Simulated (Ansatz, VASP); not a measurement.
**One calculation of C, two programs**

```xyz
16
Lattice="2.5217 0.0000 0.0000 -1.2609 2.1839 0.0000 0.0000 0.0000 16.5533" Properties=species:S:1:pos:R:3 pbc="T T T"
C     0.0000    0.0000    0.7731
C     0.0000    0.0000    9.0498
C     0.0000    0.0000    7.5035
C     0.0000    0.0000   15.7801
C     0.0000    1.4559    1.2891
C     1.2609    0.7280    9.5657
C     0.0000    1.4559    6.9875
C     1.2609    0.7280   15.2641
C     0.0000    1.4559    2.8344
C     1.2609    0.7280   11.1111
C     0.0000    1.4559    5.4422
C     1.2609    0.7280   13.7188
C     0.0000    1.4559   13.1998
C     1.2609    0.7280    4.9232
C     0.0000    1.4559   11.6301
C     1.2609    0.7280    3.3535
```

Alike in both runs: functional PBE; k mesh 12 × 12 × 2; occupations gaussian, width 0.02 eV; no spin polarisation.

Ansatz relaxed the structure, and its values are those at the end. VASP's run is a single point on that final structure, the one shown.

|  | VASP | Ansatz |
| --- | --- | --- |
| version | VASP 6.6.1 | Ansatz 0.2.0 |
| potentials or method | VASP PAW PBE potentials, release 64 (C), cutoff 520 eV | scalar-relativistic, plane waves, PAW |
| valence electrons in the cell | 64 | 64 |

|  | VASP | Ansatz | Ansatz less VASP |
| --- | --- | --- | --- |
| gap on the k mesh at the Fermi level (eV) | 4.39 | 4.40 | +0.007 |
| least direct gap on the mesh (eV) | 5.42 | 5.43 | +0.005 |
| pressure (GPa) | 0.7 | 0.0 | -0.65 |
